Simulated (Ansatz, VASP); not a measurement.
## One calculation of CdSe, two programs

```xyz
2
Lattice="0.0000 2.8693 2.8693 2.8693 0.0000 2.8693 2.8693 2.8693 0.0000" Properties=species:S:1:pos:R:3 pbc="T T T"
Cd    0.0000    0.0000    0.0000
Se    2.8693    2.8693    2.8693
```

Alike in both runs: functional PBE; k mesh 13 × 13 × 13; occupations fermi-dirac, width 0.08 eV; no spin polarisation.

Ansatz relaxed the structure, and its values are those at the end. VASP's run is a single point on that final structure, the one shown.

|  | VASP | Ansatz |
| --- | --- | --- |
| version | VASP 6.6.1 | Ansatz 0.2.0 |
| potentials or method | VASP PAW PBE potentials, release 64 (Cd, Se) | PAW with Ansatz's default frozen-core files, scalar-relativistic |
| plane-wave cutoff (eV) | 520 | 420 |
| valence electrons in the cell | 18 | 36 |

```csv
,VASP,Ansatz,Ansatz less VASP
pressure (GPa),0.3,0.0,-0.33
```

The functional is the same, so the differences come from potentials, cutoffs and numerics. VASP's potentials hold 18 valence electrons a cell and Ansatz's 36, so a difference there can come from the potentials and not from the codes.
